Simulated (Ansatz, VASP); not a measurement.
# Two plane-wave programs on BAs

```
CELL_PARAMETERS angstrom
0.00000 2.36597 2.36597
2.36597 0.00000 2.36597
2.36597 2.36597 0.00000
ATOMIC_POSITIONS crystal
B 0.00000 0.00000 0.00000
As 0.25000 0.25000 0.25000
```

Alike in both runs: functional LDA; k mesh 10 × 10 × 10; occupations gaussian, width 0.02 eV; no spin polarisation.

Ansatz relaxed the structure, and its values are those at the end. VASP's run is a single point on that final structure, the one shown.

|  | VASP | Ansatz |
| --- | --- | --- |
| version | VASP 6.6.1 | Ansatz 0.2.0 |
| potentials or method | VASP PAW LDA potentials, release 64 (B, As), cutoff 500 eV | scalar-relativistic, plane waves, PAW |
| valence electrons in the cell | 8 | 18 |

VASP gave:

```
gap on the k mesh at the Fermi level (eV) : 1.10
least direct gap on the mesh (eV)         : 3.29
pressure (GPa)                            : 1.0
```

Task: Estimate Ansatz's values.

Result: gap on the k mesh at the Fermi level (eV): 1.11; least direct gap on the mesh (eV): 3.29; pressure (GPa): 0.0.

Ansatz warns that its potentials were made for another functional, while VASP's fit it. LDA's correlation is that of Perdew and Zunger in VASP and of Perdew and Wang (1992) in Ansatz. VASP's potentials hold 8 valence electrons a cell and Ansatz's 18, so a difference there can come from the potentials and not from the codes.
